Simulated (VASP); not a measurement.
The system is ZnS.

```
CELL_PARAMETERS angstrom
0.00000 2.70200 2.70200
2.70200 0.00000 2.70200
2.70200 2.70200 0.00000
ATOMIC_POSITIONS crystal
Zn 0.25000 0.25000 0.25000
S 0.00000 0.00000 0.00000
```

- Program: VASP 6.6.1
- Task: relaxation of cell and atoms
- Functional: PBEsol
- Potentials or basis: VASP PAW PBE potentials, release 64 (Zn, S)
- Cutoff: 600 eV
- k mesh: 10 × 10 × 10
- Occupations: gaussian, width 0.02 eV
- Spin: no spin polarisation

At the start: pressure -1.8 GPa; volume 19.73 Å³/atom.

Task: How do energy, volume and symmetry change on relaxing?

Result: Over 3 steps the energy falls by 2.7 meV/atom and the volume is 19.26 Å³/atom (-2.4 %); space group F-43m (No. 216, to 0.1 Å) before and after.

Step by step:
```tsv
step	energy change (eV)	largest force (eV/Å)	pressure (GPa)	volume (Å³)
1	0.0000	0.0000	-1.79	39.45
2	-0.0047	0.0000	0.64	38.21
3	-0.0054	0.0000	0.01	38.52
```

Final structure:
```
Zn S
1.0
     0.00000    2.68042    2.68042
     2.68042    0.00000    2.68042
     2.68042    2.68042    0.00000
Zn S
1 1
Direct
  0.25000 0.25000 0.25000
  0.00000 0.00000 0.00000
```

Caveat: the PAW data sets were made with another functional, which shifts forces and pressure a little.
